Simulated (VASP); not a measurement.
# WCl: single point with PBE

WCl:

```
W Cl
1.0
     0.00000    2.52076    2.52076
     2.52076    0.00000    2.52076
     2.52076    2.52076    0.00000
W Cl
1 1
Direct
  0.50000 0.50000 0.50000
  0.00000 0.00000 0.00000
```

```yaml
Program: VASP 6.6.1
Task: single point
Functional: PBE
Potentials_or_basis: VASP PAW PBE potentials, release 64 (W_sv, Cl)
Cutoff: 500 eV
k_mesh: 6 × 6 × 6
Occupations: gaussian, width 0.2 eV
Spin: no spin polarisation
```

```json
{"Pressure": "0.6 GPa"}
```

Levels at points of the mesh, in eV from the Fermi level:
| k point | band 8 | band 9 | band 10 | band 11 | band 12 | band 13 | band 14 | band 15 |
| --- | --- | --- | --- | --- | --- | --- | --- | --- |
| (0.00, 0.00, 0.00) | -6.61 | -2.58 | -2.58 | -2.58 | -2.07 | -2.07 | -1.32 | 7.89 |
| (0.50, 0.00, 0.00) | -8.61 | 0.05 | 0.07 | 0.07 | 0.95 | 3.60 | 3.60 | 5.27 |
| (0.50, 0.50, 0.00) | -7.49 | -4.60 | -0.92 | 0.08 | 0.99 | 0.99 | 1.20 | 7.00 |

Run time: 7 s on 1 thread of Intel(R) Xeon(R) Platinum 8559C (Emerald Rapids), on a shared host, peak memory 0.15 GiB.

Caveat: spin-orbit coupling is left out, which moves the levels of the heavy elements; an odd number of electrons without spin polarisation forces a metal; a magnetic or distorted state may lie lower.
